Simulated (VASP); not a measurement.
Here is a VASP 6.6.1 calculation.

File INCAR:

```
SYSTEM = Mo
ALGO = Normal ; EDIFF = 1E-7
EDIFFG = -0.001 ; ENCUT = 500
GGA = PE ; GGA_COMPAT = .FALSE.
IBRION = 2 ; ISIF = 3
ISMEAR = -1 ; LASPH = .TRUE.
LCHARG = .FALSE. ; LREAL = .FALSE.
LWAVE = .FALSE. ; NELM = 120
NELMIN = 4 ; NSW = 80
PREC = Accurate ; PSTRESS = 450.0
SIGMA = 0.15
```

File KPOINTS:

```
k-points
0
G
  20 20 20
  0 0 0
```

The input POSCAR:

```
Mo
1.0
   -1.5124561969      1.5124561969      1.5124561969
    1.5124561969     -1.5124561969      1.5124561969
    1.5124561969      1.5124561969     -1.5124561969
Mo
1
Direct
    0.0000000000      0.0000000000      0.0000000000
```

Potentials or basis: VASP PAW PBE potentials, release 64 (Mo_sv).

The run is started by

```console
$ cat potpaw_PBE.64/Mo_sv/POTCAR > POTCAR
$ mpirun -np 1 vasp_std > vasp.out
```

Problem. Estimate the relaxed volume.

Solution. 13.87 Å³/atom.

Problem. Predict the space group after relaxing (to 0.1 Å).

Solution. Im-3m (No. 229).

Step by step:
| step | energy change (eV) | largest force (eV/Å) | pressure (GPa) | volume (Å³) |
| --- | --- | --- | --- | --- |
| 1 | 0.0000 | 0.0000 | 45.97 | 13.84 |
| 2 | -0.0457 | 0.0000 | 40.80 | 14.01 |
| 3 | -0.0088 | 0.0000 | 45.00 | 13.87 |

Caveat: the cell is relaxed towards a set pressure, so the run minimises the enthalpy, not the energy.
